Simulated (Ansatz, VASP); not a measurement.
# SrO: VASP beside Ansatz

File INCAR:

```
PREC = Accurate ; ENCUT = 520
EDIFF = 1E-8 ; ISMEAR = -1
SIGMA = 0.02 ; LREAL = F
LASPH = T ; NELM = 60
ALGO = Normal ; ISIF = 2
LWAVE = F ; LCHARG = F
GGA = CA ; LEFG = T
NBANDS = 15
```

Contents of KPOINTS:

```
Automatic mesh
0
Gamma
  8 8 8
```

File POSCAR:

```
SrO
1.0
    0.0000000000      2.5698000000      2.5441020000
    2.5698000000      0.0000000000      2.5441020000
    2.5698000000      2.5698000000      0.0000000000
Sr O
1 1
Direct
    0.0000000000      0.0000000000      0.0000000000
    0.5000000000      0.5000000000      0.5000000000
```

Input for Ansatz:

```yaml
crystal:
  lattice:
    - [0.0, 2.5698, 2.544102]
    - [2.5698, 0.0, 2.544102]
    - [2.5698, 2.5698, 0.0]
  atoms:
    - { symbol: Sr, position: [0.0, 0.0, 0.0] }
    - { symbol: O, position: [0.5, 0.5, 0.5] }
kpoints:
  mp_grid: { grid: [8, 8, 8] }
scf:
  occupations: { method: fermi_dirac, width: 0.02 }
hamiltonian:
  xc: lda
  pseudopotentials: { kind: all_electron, datasets: crystal }
output:
  forces: true
  stress: true
  eigenvalues: true
  efg: { contact_densities: true }
```

Change from the starting cell: zz strain of -1 %, crystal datasets.

Alike in both runs: task electric field gradients; functional LDA; k mesh 8 × 8 × 8; occupations fermi-dirac, width 0.02 eV; no spin polarisation.

```csv
,VASP,Ansatz
version,VASP 6.6.1,Ansatz 0.2.0
potentials or method,"VASP PAW LDA potentials, release 64 (Sr_sv, O), cutoff 520 eV","all-electron PAW with datasets made for the crystal, scalar-relativistic"
```

|  | VASP | Ansatz | Ansatz less VASP |
| --- | --- | --- | --- |
| gap on the k mesh at the Fermi level (eV) | 3.04 | 3.10 | +0.059 |
| pressure (GPa) | -2.6 | -3.3 | -0.72 |
| traceless stress, the component that is largest in VASP (GPa) | 0.94 | 0.88 | -0.057 |
| size of Vzz on the site where it differs most (V/Å²) | 3.6 | 3.5 | -0.17 |

LDA's correlation is that of Perdew and Zunger in VASP and of Perdew and Wang (1992) in Ansatz. Ansatz ran all-electron here, and VASP with PAW potentials.
